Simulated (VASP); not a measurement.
**Mg2Ge2N: single point with PBE**

The system is Mg2Ge2N.

```
Mg Ge N
1.0
     3.15635    0.00000    0.00000
    -1.57818    2.73348    0.00000
     0.00000    0.00000    8.47359
Mg Ge N
2 2 1
Direct
  0.66667 0.33333 0.86583
  0.33333 0.66667 0.13417
  0.33333 0.66667 0.68412
  0.66667 0.33333 0.31588
  0.00000 0.00000 0.00000
```

```json
{
  "Program": "VASP 6.6.1",
  "Task": "single point",
  "Functional": "PBE",
  "Potentials or basis": "VASP PAW PBE potentials, release 64 (Mg, Ge_d, N)",
  "Cutoff": "520 eV",
  "k mesh": "6 × 6 × 2",
  "Occupations": "gaussian, width 0.1 eV",
  "Spin": "no spin polarisation"
}
```

```json
{
 "Pressure": "21.0 GPa",
 "Largest force": "5.126 eV/Å"
}
```

Forces on the atoms (eV/Å):
```
Mg   0.000  0.000  4.849
Mg   0.000  0.000 -4.849
Ge   0.000  0.000 -5.126
Ge   0.000  0.000  5.126
N    0.000  0.000  0.000
```

Stress tensor (GPa, compression positive):
```
20.41  0.00  0.00
 0.00 20.41  0.00
 0.00  0.00 22.09
```

Levels at points of the mesh, in eV from the Fermi level:
```
           k point  band 14  band 15  band 16  band 17  band 18  band 19  band 20  band 21  band 22  band 23
(0.00, 0.00, 0.00)    -3.82    -3.65    -0.44    -0.44     1.81     5.11     5.22     5.22     5.60     5.60
(0.50, 0.00, 0.00)    -5.05    -4.61    -4.40    -1.38    -1.30     0.35     0.41     2.45     2.70     4.55
(0.00, 0.00, 0.50)    -5.30    -0.56    -0.56    -0.44    -0.44     5.36     5.36     5.44     5.44     6.18
(0.50, 0.00, 0.50)    -5.34    -4.27    -3.96    -1.91    -1.30    -0.73     1.68     2.26     2.92     5.69
```

Wall time 20 s on 1 thread of Intel(R) Xeon(R) Platinum 8488C (Sapphire Rapids), with other jobs on the host, peak memory 0.19 GiB.

Caveat: the k points lie up to 0.38 Å⁻¹ apart; forces of over 1 eV/Å act on the atoms, so gaps and moduli don't describe the material at rest.
